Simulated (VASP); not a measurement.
F: single point with PBEsol

The system is F.

```
F
1.0
     3.14930   -1.81001   -0.24290
     3.14930    1.81001   -0.24290
    -2.36804    0.00000    7.24861
F
4
Direct
  0.08485 0.08485 0.09400
  0.91515 0.91515 0.90600
  0.50157 0.50157 0.59372
  0.49843 0.49843 0.40628
```

```yaml
Program: VASP 6.6.1
Task: single point
Functional: PBEsol
Potentials_or_basis: VASP PAW PBE potentials, release 64 (F_h)
Cutoff: 910 eV
k_mesh: 4 × 4 × 2
Occupations: gaussian, width 0.05 eV
Spin: no spin polarisation
```

* Pressure: -2.3 GPa
* Largest force: 0.739 eV/Å
* Band gap on the k mesh: 2.86 eV, indirect (least direct gap 2.94 eV)

Forces on the atoms (eV/Å):
```
F   -0.320  0.000 -0.655
F    0.320  0.000  0.655
F    0.225  0.000 -0.704
F   -0.225  0.000  0.704
```

Stress tensor (GPa, compression positive):
```
-1.52  0.00 -0.24
 0.00 -0.95  0.00
-0.24  0.00 -4.37
```

Levels at points of the mesh, in eV from the valence-band top:
| k point | band 10 | band 11 | band 12 | band 13 | band 14 | band 15 | band 16 | band 17 | band 18 | band 19 |
| --- | --- | --- | --- | --- | --- | --- | --- | --- | --- | --- |
| (0.00, 0.00, 0.00) | -3.29 | -0.30 | -0.16 | -0.10 | -0.08 | 2.86 | 3.55 | 8.61 | 11.07 | 11.90 |
| (0.50, 0.00, 0.00) | -3.38 | -0.33 | -0.26 | -0.26 | -0.15 | 3.23 | 3.31 | 12.41 | 12.55 | 14.03 |
| (0.50, 0.50, 0.00) | -3.35 | -0.31 | -0.26 | -0.17 | 0.00 | 3.19 | 3.31 | 12.75 | 12.90 | 13.07 |
| (0.00, 0.00, 0.50) | -3.30 | -0.27 | -0.16 | -0.15 | -0.08 | 3.15 | 3.23 | 9.43 | 9.45 | 14.55 |
| (0.50, 0.00, 0.50) | -3.35 | -0.43 | -0.30 | -0.18 | -0.06 | 3.08 | 3.45 | 12.31 | 13.12 | 13.39 |
| (0.50, 0.50, 0.50) | -3.40 | -0.33 | -0.22 | -0.17 | -0.08 | 3.22 | 3.31 | 12.35 | 12.46 | 14.47 |

Run time: 48 s on 1 thread of AMD EPYC 7R43 64-Core Processor (Zen 3), on a shared host, peak memory 0.27 GiB.

Caveat: the k points lie up to 0.51 Å⁻¹ apart; the cutoff is under 1.25 times the usual one of these potentials, so pressure, stress and relaxed cells hold a basis-set (Pulay) error; the PAW data sets were made with another functional, which shifts forces and pressure a little. A k mesh can miss the band edges.
